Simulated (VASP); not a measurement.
A run of VASP 6.6.1 is set up as follows.

File INCAR:

```
ALGO = Normal
EDIFF = 1E-6
EDIFFG = -0.01
ENCUT = 520
IBRION = 2
ISIF = 2
ISMEAR = 0
LASPH = T
LCHARG = F
LREAL = F
LWAVE = F
NELM = 100
NSW = 50
PREC = Accurate
SIGMA = 0.05
```

KPOINTS

```
k-points
0
Gamma
  12 12 4
```

The input POSCAR:

```
BN
1.0
    2.7620704039      0.0000000000      0.0000000000
   -1.3810352019      2.1549757989      0.0000000000
    0.0000000000      0.0000000000      5.7807916289
B N
2 2
Direct
    0.3333333333      0.6666666667      0.2500000000
    0.6666666667      0.3333333333      0.7500000000
    0.3333333333      0.6666666667      0.7500000000
    0.6666666667      0.3333333333      0.2500000000
```

Potentials or basis: VASP PAW LDA potentials, release 64 (B, N).

Command:

```sh
$ cat potpaw_LDA.64/B/POTCAR potpaw_LDA.64/N/POTCAR > POTCAR
$ mpirun -np 1 vasp_std > vasp.out
```

Q: Estimate the band gap on the k mesh.

A: 3.28 eV (least direct gap 3.47 eV).

Q: What does it give for the energy gained by relaxing?

A: 4.6 meV/atom.

Forces in eV/Å, atoms in the order of the input:
```
B    0.000  0.003  0.000
B    0.000 -0.003  0.000
N    0.000 -0.010  0.000
N    0.000  0.010  0.000
```

Caveat: the cell differs from its parent crystal (normal strain along x +0.1100, normal strain along z -0.1100). A k mesh can miss the band edges.
